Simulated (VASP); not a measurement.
GaN, 2 atoms in the cell. It takes space group Fm-3m (No. 225, cubic). Conventional cell: a = 4.270 Å, b = 4.270 Å, c = 4.270 Å, α = 90.00°, β = 90.00°, γ = 90.00°. Ga (site symmetry m-3m) has 6 N at 2.14 Å within 2.8 Å. N (site symmetry m-3m) has 6 Ga at 2.14 Å within 2.8 Å. 

- Program: VASP 6.6.1
- Task: G0W0 quasiparticle levels
- Functional: PBEsol
- Potentials or basis: VASP PAW PBE potentials, release 64 (Ga_d_GW, N_GW)
- Cutoff: 500 eV
- k mesh: 4 × 4 × 4
- Occupations: gaussian, width 0.01 eV
- Spin: no spin polarisation
- Dipole correction: no
- GW scheme: G0W0
- GW iterations: 1
- Cutoff of the response function: 100
- Frequency points: 48
- Empty bands: 80
- Further INCAR settings: ALGO = EVGW0; EDIFF = 1e-08; NBANDS = 89

Potentials or basis: VASP PAW PBE potentials, release 64 (Ga_d_GW, N_GW).

Launch:

```sh
$ cat potpaw_PBE.64/Ga_d_GW/POTCAR potpaw_PBE.64/N_GW/POTCAR > POTCAR
$ cp INCAR.step1 INCAR
$ mpirun -np 1 vasp_std > vasp.out
$ cp INCAR.step2 INCAR
$ mpirun -np 1 vasp_std > vasp.out
$ cp INCAR.step3 INCAR
$ mpirun -np 1 vasp_std > vasp.out
```

Hardware: 1 thread of Intel Xeon 8259CL (shared host).

Task: Estimate the wall time of this run.

Result: It took 110 s on 1 thread of Intel Xeon 8259CL, on a shared host, peak memory 0.19 GiB. Counts: k points 8.
